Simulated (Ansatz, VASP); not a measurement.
## Two plane-wave programs on CdSe

```
CELL_PARAMETERS angstrom
0.00000 3.00760 3.00760
3.00760 0.00000 3.00760
3.00760 3.00760 0.00000
ATOMIC_POSITIONS crystal
Cd 0.00000 0.00000 0.00000
Se 0.25000 0.25000 0.25000
```

Alike in both runs: task single point; functional RPBE; k mesh 8 × 8 × 8; occupations fermi-dirac, width 0.05 eV; no spin polarisation.

|  | VASP | Ansatz |
| --- | --- | --- |
| version | VASP 6.6.1 | Ansatz 0.2.0 |
| potentials or method | VASP PAW PBE potentials, release 64 (Cd, Se) | Ansatz PAW |
| plane-wave cutoff (eV) | 520 | 420 |
| valence electrons in the cell | 18 | 36 |

VASP gave:

- gap on the k mesh at the Fermi level (eV): 0.85
- least direct gap on the mesh (eV): 0.85
- pressure (GPa): 7.3

**Question.** Which values does Ansatz return?

**Answer.** gap on the k mesh at the Fermi level (eV): 0.85; least direct gap on the mesh (eV): 0.85; pressure (GPa): 7.0.

VASP's potentials were made for PBE, not for RPBE. VASP's potentials hold 18 valence electrons a cell and Ansatz's 36, so a difference there can come from the potentials and not from the codes.
